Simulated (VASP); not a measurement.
Write the native input for VASP 6.6.1 that does the following.

```yaml
Task: single point
Functional: PBE
Potentials_or_basis: VASP PAW PBE potentials, release 64 (K_sv, Cl)
Cutoff: 520 eV
k_mesh: 6 × 6 × 6
Occupations: gaussian, width 0.05 eV
Spin: no spin polarisation
Dipole_correction: no
Further_INCAR_settings: ALGO = Normal; EDIFF = 1e-06; NBANDS = 15
```

The structure of KCl lies in POSCAR:

```
KCl
1.0
    0.0000000000      3.2507830000      3.1561000000
    3.1561000000      0.0000000000      3.1561000000
    3.1561000000      3.2507830000      0.0000000000
K Cl
1 1
Direct
    0.0000000000      0.0000000000      0.0000000000
    0.5000000000      0.5000000000      0.5000000000
```

This cell differs from its parent crystal: strain +0.0300 x Voigt [0, 1, 0, 0, 0, 0].

These files were run (other wordings do the same):

INCAR

```
ALGO = Normal ; EDIFF = 1E-6
ENCUT = 520 ; GGA = PE
ISIF = 2 ; ISMEAR = 0
LASPH = T ; LCHARG = F
LREAL = F ; LWAVE = F
NBANDS = 15 ; NELM = 100
PREC = Accurate ; SIGMA = 0.05
```

KPOINTS

```
k-points
0
Gamma
  6 6 6
```

Potentials or basis: VASP PAW PBE potentials, release 64 (K_sv, Cl).

Run with:

```sh
$ cat potpaw_PBE.64/K_sv/POTCAR potpaw_PBE.64/Cl/POTCAR > POTCAR
$ mpirun -np 1 vasp_std > vasp.out
```

Results of the run:

```yaml
Pressure: 0.1 GPa
Band_gap_on_the_k_mesh: 5.05 eV
```

Caveat: the cell differs from its parent crystal (strain +0.0300 x Voigt [0, 1, 0, 0, 0, 0]).

Run time: 37 s on 1 thread of Intel(R) Xeon(R) Platinum 8259CL CPU @ 2.50GHz (Skylake/Cascade Lake), with other jobs on the host, peak memory 0.21 GiB.
